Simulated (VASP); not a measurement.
A run of VASP 6.6.1 is set up as follows.

File INCAR:

```
SYSTEM = NaCl
ALGO     = Normal         ! electronic algorithm
EDIFF    = 1E-6           ! SCF threshold, eV
ENCUT    = 520            ! plane-wave cutoff, eV
GGA      = PE             ! functional
ISIF     = 2              ! what is computed and relaxed
ISMEAR   = 0              ! smearing method
LASPH    = .True.         ! aspherical terms in the spheres
LCHARG   = .False.        ! write CHGCAR
LREAL    = .False.        ! projectors in reciprocal space
LWAVE    = .False.        ! write WAVECAR
NBANDS   = 14             ! bands
NELM     = 80             ! most SCF steps
PREC     = Accurate       ! precision mode
SIGMA    = 0.05           ! smearing width, eV
```

File KPOINTS:

```
k-points
0
Gamma
  8 8 8
  0 0 0
```

POSCAR

```
NaCl
1.0
    0.0000000000      2.8317500000      2.8317500000
    2.8317500000      0.0000000000      2.8317500000
    2.8317500000      2.8317500000      0.0000000000
Na Cl
1 1
Direct
    0.0000000000      0.0000000000      0.0000000000
    0.4531800048      0.5468199952      0.5000000000
```

Potentials or basis: VASP PAW PBE potentials, release 64 (Na_pv, Cl).

Command:

```bash
$ cat potpaw_PBE.64/Na_pv/POTCAR potpaw_PBE.64/Cl/POTCAR > POTCAR
$ mpirun -np 1 vasp_std > vasp.out
```

(1) Estimate the band gap on the k mesh.

(2) What does it give for the largest force?

## Answers

(1) 5.06 eV.

(2) 0.252 eV/Å.

Caveat: the cell differs from its parent crystal (all Cl atoms moved +0.188 Å, as atom 2 along Cartesian [1 -1 0]).
